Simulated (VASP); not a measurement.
The system is CdSe.

```
Cd Se
1.0
     0.00000    3.07027    3.07027
     3.07027    0.00000    3.07027
     3.07027    3.07027    0.00000
Cd Se
1 1
Direct
  0.00000 0.00000 0.00000
  0.75000 0.75000 0.75000
```

| Property | Result |
| --- | --- |
| Program | VASP 6.6.1 |
| Task | relaxation of cell and atoms |
| Functional | RPBE |
| Potentials or basis | VASP PAW PBE potentials, release 64 (Cd, Se) |
| Cutoff | 600 eV |
| k mesh | 5 × 5 × 5 |
| Occupations | gaussian, width 0.01 eV |
| Spin | no spin polarisation |

At the start: pressure 3.5 GPa; volume 28.94 Å³/atom.

Where does the relaxation end?

Over 3 steps the energy falls by 22.6 meV/atom and the volume is 31.18 Å³/atom (+7.7 %); space group F-43m (No. 216, to 0.05 Å).

The path:
| step | energy change (eV) | largest force (eV/Å) | pressure (GPa) | volume (Å³) |
| --- | --- | --- | --- | --- |
| 1 | 0.0000 | 0.0000 | 3.46 | 57.88 |
| 2 | -0.0436 | 0.0000 | -0.54 | 63.28 |
| 3 | -0.0451 | 0.0000 | 0.02 | 62.36 |

Final structure:
```
Cd Se
1.0
     0.00000    3.14737    3.14737
     3.14737    0.00000    3.14737
     3.14737    3.14737    0.00000
Cd Se
1 1
Direct
  0.00000 0.00000 0.00000
  0.75000 0.75000 0.75000
```

Caveat: the PAW data sets were made with another functional, which shifts forces and pressure a little.
